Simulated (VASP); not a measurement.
# NiMoIrPdW (P3m1) in VASP: settings compared

Aim: see how the results for NiMoIrPdW move with the level of theory and the settings. Levels: PBE+D3(BJ), PBE, PBEsol. Tasks: single point, relaxation of cell and atoms.

Program: VASP 6.6.1. These are calculated values, not measurements. Logs are shortened: lines on timing, memory, paths and dates and some standing lists are left out, and cuts for length are marked.

### 1 The cell of the first run

It takes space group P3m1 (No. 156, trigonal). Conventional cell: a = 2.737 Å, b = 2.737 Å, c = 11.192 Å, α = 90.00°, β = 90.00°, γ = 120.00°. Ni (site symmetry 3m) has 3 W at 2.57 Å and 3 Pd at 2.63 Å and 6 Ni at 2.74 Å within 3.4 Å. Within 3.5 Å of Mo (site symmetry 3m) lie 1 W at 2.62 Å and 3 Ir at 2.66 Å and 6 Mo at 2.74 Å. Pd (site symmetry 3m) has 3 Ni at 2.63 Å and 6 Pd at 2.74 Å and 3 Ir at 2.79 Å within 3.5 Å. Within 3.5 Å of Ir (site symmetry 3m) lie 3 Mo at 2.66 Å and 6 Ir at 2.74 Å and 3 Pd at 2.79 Å. W (site symmetry 3m) has 3 Ni at 2.57 Å and 1 Mo at 2.62 Å and 6 W at 2.74 Å within 3.4 Å.

### 2 Single point, PBE+D3(BJ), collinear spin, ferromagnetic start

Contents of INCAR:

```
SYSTEM = NiMoIrPdW
ALGO = Normal
EDIFF = 1E-6
ENCUT = 520
GGA = PE
ISIF = 2
ISMEAR = -1
ISPIN = 2
IVDW = 12
LASPH = .TRUE.
LCHARG = .FALSE.
LMAXMIX = 4
LORBIT = 11
LREAL = .FALSE.
LWAVE = .FALSE.
MAGMOM = 1 1 0 0.6 0
NBANDS = 40
NELM = 150
PREC = Accurate
SIGMA = 0.05
```

Contents of KPOINTS:

```
k-points
0
G
  8 8 2
  0 0 0
```

Contents of POSCAR:

```
NiMoIrPdW
1.0
    2.7369630564      0.0000000000      0.0000000000
   -1.3684815282      2.3702795361      0.0000000000
    0.0000000000      0.0000000000     11.1919523589
Ni Mo Pd Ir W
1 1 1 1 1
Direct
    0.0000000000      0.0000000000      0.7105151316
    0.6666666667      0.3333333333      0.2953060949
    0.6666666667      0.3333333333      0.8985632030
    0.0000000000      0.0000000000      0.1035932230
    0.6666666667      0.3333333333      0.5297023476
```

Potentials or basis: VASP PAW PBE potentials, release 64 (Ni, Mo_sv, Pd, Ir, W_sv).

Started as:

```sh
> cat potpaw_PBE.64/Ni/POTCAR potpaw_PBE.64/Mo_sv/POTCAR potpaw_PBE.64/Pd/POTCAR potpaw_PBE.64/Ir/POTCAR potpaw_PBE.64/W_sv/POTCAR > POTCAR
> mpirun -np 1 vasp_std > vasp.out
```

OUTCAR:

```text
SYSTEM = NiMoIrPdW
   EDIFF = 1E-6
   ENCUT = 520
   GGA = PE
   ISIF = 2
   ISMEAR = -1
   ISPIN = 2
   IVDW = 12
   LASPH = .TRUE.
   LORBIT = 11
   LREAL = .FALSE.
   NELM = 150
   PREC = Accurate
 IVDW          = 12

 ion  position               nearest neighbor table
   1  0.000  0.000  0.711-   5 2.57   5 2.57   5 2.57   3 2.63   3 2.63   3 2.63
   2  0.667  0.333  0.295-   5 2.62   4 2.66   4 2.66   4 2.66
   3  0.667  0.333  0.899-   1 2.63   1 2.63   1 2.63   4 2.79   4 2.79   4 2.79
   4  0.000  0.000  0.104-   2 2.66   2 2.66   2 2.66   3 2.79   3 2.79   3 2.79
   5  0.667  0.333  0.530-   1 2.57   1 2.57   1 2.57   2 2.62

  LATTYP: Found a hexagonal cell.
 ALAT       =     2.7369630564
 C/A-ratio  =     4.0891864918

  Lattice vectors:

 A1 = (   2.7369630564,   0.0000000000,   0.0000000000)
 A2 = (  -1.3684815282,   2.3702795361,   0.0000000000)
 A3 = (   0.0000000000,   0.0000000000,  11.1919523589)

Analysis of symmetry for initial positions (statically):
=====================================================================
 Subroutine PRICEL returns:
 Original cell was already a primitive cell.

 Routine SETGRP: Setting up the symmetry group for a
 hexagonal supercell.

 Subroutine GETGRP returns: Found  6 space group operations
 (whereof  6 operations were pure point group operations)
 out of a pool of 24 trial point group operations.

The static configuration has the point symmetry C_3v.

Analysis of symmetry for dynamics (positions and initial velocities):
=====================================================================
 Subroutine PRICEL returns:
 Original cell was already a primitive cell.

 Routine SETGRP: Setting up the symmetry group for a
 hexagonal supercell.

 Subroutine GETGRP returns: Found  6 space group operations
 (whereof  6 operations were pure point group operations)
 out of a pool of 24 trial point group operations.

The dynamic configuration has the point symmetry C_3v.

Analysis of structural, dynamic, and magnetic symmetry:
=====================================================================
 Subroutine PRICEL returns:
 Original cell was already a primitive cell.

 Routine SETGRP: Setting up the symmetry group for a
 hexagonal supercell.

 Subroutine GETGRP returns: Found  6 space group operations
 (whereof  6 operations were pure point group operations)
 out of a pool of 24 trial point group operations.

The overall configuration has the point symmetry C_3v.

 Subroutine INISYM returns: Found  6 space group operations
 (whereof  6 operations are pure point group operations),
 and found     1 'primitive' translations

----------------------------------------------------------------------------------------

                                     Primitive cell

  volume of cell :      72.6063

  direct lattice vectors                    reciprocal lattice vectors
     2.736963056  0.000000000  0.000000000     0.365368468  0.210945584  0.000000000
    -1.368481528  2.370279536  0.000000000     0.000000000  0.421891167  0.000000000
     0.000000000  0.000000000 11.191952359     0.000000000  0.000000000  0.089349916

  length of vectors
     2.736963056  2.736963056 11.191952359     0.421891167  0.421891167  0.089349916

  position of ions in fractional coordinates (direct lattice)
     0.000000000  0.000000000  0.710515132
     0.666666667  0.333333333  0.295306095
     0.666666667  0.333333333  0.898563203
     0.000000000  0.000000000  0.103593223
     0.666666667  0.333333333  0.529702348

  ion indices of the primitive-cell ions
   primitive index   ion index
                 1           1
                 2           2
                 3           3
                 4           4
                 5           5

----------------------------------------------------------------------------------------

 KPOINTS: k-points

Automatic generation of k-mesh.
 Grid dimensions read from file:
 generate k-points for:    8    8    2

 Generating k-lattice:

[... 45 lines left out ...]
   LEPSILON=     F    determine dielectric tensor
   LRPA    =     F    only Hartree local field effects (RPA)
 spin polarized calculation
  energy-cutoff  :      520.00
  volume of cell :       72.61
 maximum number of plane-waves:      1976
   NGX = 11   NGY = 11   NGZ = 41

 number of electron      56.9999992 magnetization       0.0001034

 Free energy of the ion-electron system (eV)
  ---------------------------------------------------
  ext. energy  EPLUGINS =         0.00000000
  ---------------------------------------------------
  free energy    TOTEN  =       -42.21298901 eV

  energy without entropy =      -42.17550135  energy(sigma->0) =      -42.19424518

 E-fermi :  10.5092     XC(G=0): -13.3515

 val. band max:       10.4555947127   @ k =   0.5000  -0.0000   0.5000
 cond. band min:      10.5152884085   @ k =   0.0000   0.0000   0.5000
 fundamental gap:      0.0596936958
 Fermi energy:        10.5091637700

 spin component 1

 k-point     1 :       0.0000    0.0000    0.0000
  band No.  band energies     occupation
      1     -63.3635      1.00000
      2     -50.5194      1.00000
      3     -27.7407      1.00000
      4     -26.9295      1.00000
      5     -26.9295      1.00000
      6     -24.6338      1.00000
[... 32 lines left out ...]
     39      19.5989      0.00000
[... 816 lines left out ...]
     39      18.7954      0.00000
     40      19.2366      0.00000
 Fermi energy:        10.5091637700

 spin component 2

 k-point     1 :       0.0000    0.0000    0.0000
  band No.  band energies     occupation
      1     -63.3634      1.00000
      2     -50.5194      1.00000
      3     -27.7405      1.00000
      4     -26.9294      1.00000
      5     -26.9294      1.00000
      6     -24.6338      1.00000
[... 32 lines left out ...]
     39      19.5988      0.00000
[... 816 lines left out ...]
     39      18.7956      0.00000
     40      19.2365      0.00000

------------------------ aborting loop because EDIFF is reached ----------------------------------------

 Edisp (eV)   -3.22340

 E8    (eV) :    -1.5066

  FORCE on cell =-STRESS in cart. coord.  units (eV):
  Direction    XX          YY          ZZ          XY          YZ          ZX
  --------------------------------------------------------------------------------------
  -------------------------------------------------------------------------------------
  Total       0.14418     0.14418     0.14846     0.00000     0.00000     0.00000
  in kB       3.18165     3.18165     3.27611     0.00000     0.00000     0.00000
  external pressure =        3.21 kB  Pullay stress =        0.00 kB

 VOLUME and BASIS-vectors are now :
 -----------------------------------------------------------------------------
  energy-cutoff  :      520.00
  volume of cell :       72.61
      direct lattice vectors                 reciprocal lattice vectors
     2.736963056  0.000000000  0.000000000     0.365368468  0.210945584  0.000000000
    -1.368481528  2.370279536  0.000000000     0.000000000  0.421891167  0.000000000
     0.000000000  0.000000000 11.191952359     0.000000000  0.000000000  0.089349916

 POSITION                                       TOTAL-FORCE (eV/Angst)
 -----------------------------------------------------------------------------------
      0.00000      0.00000      7.95205        -0.000000      0.000000      0.036728
      1.36848      0.79009      3.30505        -0.000000     -0.000000      0.008998
      1.36848      0.79009     10.05668         0.000000     -0.000000     -0.008943
      0.00000      0.00000      1.15941         0.000000     -0.000000     -0.034647
      1.36848      0.79009      5.92840         0.000000     -0.000000     -0.002136
 -----------------------------------------------------------------------------------
    total drift:                               -0.000001      0.000000     -0.000554

  FREE ENERGIE OF THE ION-ELECTRON SYSTEM (eV)
  ---------------------------------------------------
  free  energy   TOTEN  =       -45.4363930657 eV

  energy  without entropy=      -45.3989054034  energy(sigma->0) =      -45.41764923

 total charge

# of ion       s       p       d       tot
------------------------------------------
    1        0.471   0.446   8.341   9.259
    2        2.380   6.193   4.036  12.610
    3        0.515   0.523   8.511   9.549
    4        0.696   0.680   6.989   8.365
    5        2.446   6.285   3.418  12.149
--------------------------------------------------
tot          6.509  14.127  31.295  51.931

 magnetization (x)

# of ion       s       p       d       tot
------------------------------------------
    1       -0.000   0.000  -0.000  -0.000
    2        0.000   0.000   0.000   0.000
    3        0.000  -0.000  -0.000  -0.000
    4       -0.000  -0.000  -0.000  -0.000
    5        0.000   0.000   0.000   0.000
--------------------------------------------------
tot          0.000   0.000  -0.000  -0.000
```

It took 5.8 min on 1 thread of AMD EPYC 7R13, shared host; peak memory 0.26 GiB.

Results:

```yaml
Free_energy: -45.4364 eV
Pressure: 0.3 GPa
Largest_force: 0.037 eV/Å
Net_moment: 0.00 μB per cell
Valence_electrons_inside_the_program's_atomic_spheres: Ni 9.26; Mo 12.61; Pd 9.55; Ir 8.37; W 12.15
Dispersion_energy_per_atom: -0.645 eV
```

Forces on the atoms (eV/Å):
```
Ni   0.000  0.000  0.037
Mo   0.000  0.000  0.009
Pd   0.000  0.000 -0.009
Ir   0.000  0.000 -0.035
W    0.000  0.000 -0.002
```

Caveat: spin-orbit coupling is left out, which moves the levels of the heavy elements.

### 3 Relaxation of cell and atoms, PBE, collinear spin, ferromagnetic start

This run uses another cell than the first one, of 14.97 Å³/atom.

Contents of INCAR:

```
ALGO     = Normal         # electronic algorithm
EDIFF    = 1E-6           # SCF threshold, eV
EDIFFG   = -0.02          # ionic threshold
ENCUT    = 600            # plane-wave cutoff, eV
GGA      = PE             # functional
IBRION   = 2              # ionic algorithm
ISIF     = 3              # what is computed and relaxed
ISMEAR   = -1             # smearing method
ISPIN    = 2              # spin polarisation
LASPH    = True           # aspherical terms in the spheres
LCHARG   = False          # write CHGCAR
LMAXMIX  = 4              # l up to which the mixer works
LORBIT   = 11             # projections on sites
LREAL    = False          # projectors in reciprocal space
LWAVE    = False          # write WAVECAR
MAGMOM   = 1 1 0 0.6 0    # initial moments
NELM     = 150            # most SCF steps
NSW      = 80             # ionic steps
PREC     = Accurate       # precision mode
SIGMA    = 0.05           # smearing width, eV
```

Contents of KPOINTS:

```
k-points
0
Gamma
  7 7 2
```

Contents of POSCAR:

```
NiMoIrPdW
1.0
    2.7607800000      0.0000000000      0.0000000000
   -1.3803900000      2.3909000000      0.0000000000
    0.0000000000      0.0000000000     11.3405100000
Ni Mo Pd Ir W
1 1 1 1 1
Direct
    0.0000000000      0.0000000000      0.7091700000
    0.6666700000      0.3333300000      0.2942500000
    0.6666700000      0.3333300000      0.8990100000
    0.0000000000      0.0000000000      0.1060400000
    0.6666700000      0.3333300000      0.5292100000
```

Potentials or basis: VASP PAW PBE potentials, release 64 (Ni, Mo_sv, Pd, Ir, W_sv).

Started as:

```sh
> cat potpaw_PBE.64/Ni/POTCAR potpaw_PBE.64/Mo_sv/POTCAR potpaw_PBE.64/Pd/POTCAR potpaw_PBE.64/Ir/POTCAR potpaw_PBE.64/W_sv/POTCAR > POTCAR
> mpirun -np 1 vasp_std > vasp.out
```

It took 24 min on 1 thread of Intel Xeon Platinum 8488C (Sapphire Rapids), shared host; peak memory 0.46 GiB.

Results (log left out):

- Free energy: -42.2889 eV
- Relaxed volume: 14.97 Å³/atom
- Relaxed cell: a = 2.766 Å, b = 2.766 Å, c = 11.297 Å, α = 90.00°, β = 90.00°, γ = 120.00°
- Space group after relaxing (to 0.1 Å): P3m1 (No. 156)
- Energy gained by relaxing: 1.2 meV/atom
- Ionic steps: 10
- Pressure after relaxing: 0.1 GPa
- Largest force after relaxing: 0.003 eV/Å
- Net moment: 0.00 μB per cell
- Valence electrons inside the program's atomic spheres: Ni 9.21; Mo 12.56; Pd 9.45; Ir 8.29; W 12.09

Forces on the atoms (eV/Å):
```
Ni   0.000  0.000 -0.001
Mo   0.000  0.000 -0.001
Pd   0.000  0.000  0.003
Ir   0.000  0.000  0.002
W    0.000  0.000 -0.003
```

Step by step:
```
step  energy change (eV)  largest force (eV/Å)  pressure (GPa)  volume (Å³)
   1              0.0000                0.3356           -0.13        74.86
   2             -0.0051                0.0575            0.39        74.72
   3             -0.0052                0.0559            0.41        74.74
   4             -0.0049                0.0967           -0.84        75.13
   5             -0.0055                0.0623           -0.22        74.90
   6             -0.0060                0.0402           -0.08        74.89
   7             -0.0060                0.0254           -0.06        74.89
   8             -0.0060                0.0269           -0.04        74.89
   9             -0.0060                0.0133            0.16        74.86
  10             -0.0060                0.0035            0.08        74.87
```

Final structure:
```
Ni Mo Pd Ir W
1.0
     2.76640    0.00000    0.00000
    -1.38320    2.39577    0.00000
    -0.00001    0.00000   11.29667
Ni Mo Pd Ir W
1 1 1 1 1
Direct
  0.00000 0.00000 0.70834
  0.66667 0.33333 0.29603
  0.66667 0.33333 0.89838
  0.00000 0.00000 0.10635
  0.66667 0.33333 0.52857
```

Levels at points of the mesh, in eV from the Fermi level:
Spin up:
```
           k point  band 24  band 25  band 26  band 27  band 28  band 29  band 30  band 31  band 32  band 33
(0.00, 0.00, 0.00)    -1.54    -1.42    -1.42    -0.89    -0.89    -0.89    -0.09    -0.09     0.19     0.27
(0.00, 0.00, 0.50)    -1.54    -1.34    -1.34    -0.99    -0.99    -0.99     0.00     0.00     0.22     0.22
```
Spin down:
```csv
k point,band 24,band 25,band 26,band 27,band 28,band 29,band 30,band 31,band 32,band 33
"(0.00, 0.00, 0.00)",-1.54,-1.42,-1.42,-0.89,-0.89,-0.89,-0.09,-0.09,0.19,0.27
"(0.00, 0.00, 0.50)",-1.54,-1.34,-1.34,-0.99,-0.99,-0.99,0.00,0.00,0.22,0.22
```

Caveat: the k points lie up to 0.37 Å⁻¹ apart in the final cell; spin-orbit coupling is left out, which moves the levels of the heavy elements.

### 4 Single point, PBEsol, collinear spin, ferromagnetic start

This run uses another cell than the first one, of 14.97 Å³/atom.

Contents of INCAR:

```
PREC = Accurate ; ENCUT = 520
EDIFF = 1E-6 ; ISMEAR = -1
SIGMA = 0.05 ; LREAL = False
LASPH = True ; NELM = 150
ALGO = Normal ; ISIF = 2
LWAVE = False ; LCHARG = True
ISPIN = 2 ; MAGMOM = 1 1 0 0.6 0
LORBIT = 11 ; LMAXMIX = 4
GGA = PS ; LELF = True
LVHAR = True ; NBANDS = 40
```

Contents of KPOINTS:

```
Automatic mesh
0
Gamma
  8 8 2
```

POSCAR is that of step 3.

Started as:

```sh
> cat potpaw_PBE.64/Ni/POTCAR potpaw_PBE.64/Mo_sv/POTCAR potpaw_PBE.64/Pd/POTCAR potpaw_PBE.64/Ir/POTCAR potpaw_PBE.64/W_sv/POTCAR > POTCAR
> mpirun -np 1 vasp_std > vasp.out
```

Wall time 12 min (1 thread of AMD EPYC 7R43 (Zen 3), shared host); peak memory 0.38 GiB.

The run converged. Its results:

```yaml
Free_energy: -46.1942 eV
Pressure: -8.4 GPa
Largest_force: 0.248 eV/Å
Net_moment: 0.00 μB per cell
Valence_electrons_inside_the_program's_atomic_spheres: Ni 9.21; Mo 12.56; Pd 9.45; Ir 8.28; W 12.09
```

Forces in eV/Å, atoms in the order of the input:
```
Ni   0.000  0.000  0.000
Mo   0.000  0.000  0.068
Pd   0.000  0.000  0.044
Ir   0.000  0.000 -0.248
W    0.000  0.000  0.137
```

Levels at points of the mesh, in eV from the Fermi level:
Spin up:
| k point | band 25 | band 26 | band 27 | band 28 | band 29 | band 30 | band 31 | band 32 |
| --- | --- | --- | --- | --- | --- | --- | --- | --- |
| (0.00, 0.00, 0.00) | -1.42 | -1.42 | -0.96 | -0.87 | -0.87 | -0.08 | -0.08 | 0.08 |
| (0.50, 0.00, 0.00) | -0.48 | -0.36 | -0.02 | 0.95 | 0.97 | 1.23 | 2.02 | 2.08 |
| (0.50, 0.50, 0.00) | -0.48 | -0.36 | -0.02 | 0.95 | 0.97 | 1.23 | 2.02 | 2.08 |
| (0.00, 0.00, 0.50) | -1.35 | -1.35 | -1.07 | -0.95 | -0.95 | 0.02 | 0.02 | 0.20 |
| (0.50, 0.00, 0.50) | -0.36 | -0.02 | 0.17 | 0.80 | 0.98 | 1.21 | 1.32 | 2.57 |
| (0.50, 0.50, 0.50) | -0.36 | -0.02 | 0.17 | 0.80 | 0.98 | 1.21 | 1.32 | 2.57 |
Spin down:
```tsv
k point	band 24	band 25	band 26	band 27	band 28	band 29	band 30	band 31	band 32	band 33
(0.00, 0.00, 0.00)	-1.59	-1.42	-1.42	-0.96	-0.87	-0.87	-0.08	-0.08	0.08	0.26
(0.50, 0.00, 0.00)	-0.52	-0.48	-0.36	-0.02	0.95	0.97	1.23	2.02	2.08	2.84
(0.50, 0.50, 0.00)	-0.52	-0.48	-0.36	-0.02	0.95	0.97	1.23	2.02	2.08	2.84
(0.00, 0.00, 0.50)	-1.59	-1.35	-1.35	-1.07	-0.95	-0.95	0.02	0.02	0.20	0.20
(0.50, 0.00, 0.50)	-0.48	-0.36	-0.02	0.17	0.80	0.98	1.21	1.32	2.57	2.76
(0.50, 0.50, 0.50)	-0.48	-0.36	-0.02	0.17	0.80	0.98	1.21	1.32	2.57	2.76
```

Caveat: the cell stands under tension; the PAW data sets were made with another functional, which shifts forces and pressure a little; spin-orbit coupling is left out, which moves the levels of the heavy elements.

### 5 Summary

| task | level | cell | k mesh | cutoff (eV) | gap on the mesh (eV) | pressure (GPa) | moment (μB) | largest force (eV/Å) |
| --- | --- | --- | --- | --- | --- | --- | --- | --- |
| single point | PBE+D3(BJ) | a = 2.737, b = 2.737, c = 11.192 Å, angles 90.0, 90.0, 120.0°, 5 atoms, atomic positions A | 8 × 8 × 2 | 520 | none | 0.3 | 0.00 | 0.04 |
| relaxation of cell and atoms | PBE | relaxed from a = 2.761, b = 2.761, c = 11.341 Å, angles 90.0, 90.0, 120.0°, 5 atoms, atomic positions B | 7 × 7 × 2 | 600 | none | 0.1 | 0.00 | - |
| single point | PBEsol | a = 2.761, b = 2.761, c = 11.341 Å, angles 90.0, 90.0, 120.0°, 5 atoms, atomic positions B | 8 × 8 × 2 | 520 | none | -8.4 | 0.00 | 0.25 |

Alike in all rows: potentials or basis VASP PAW PBE potentials, release 64 (Ni, Mo_sv, Pd, Ir, W_sv); spin collinear, ferromagnetic start; smearing fermi-dirac 0.05 eV.

Caveats: some runs use coarse meshes; spin-orbit coupling is left out, which moves the levels of the heavy elements; the cell stands under tension (at least some runs); the PAW data sets were made with another functional, which shifts forces and pressure a little (at least some runs).

Absolute energies hang on the potentials; compare differences alone.
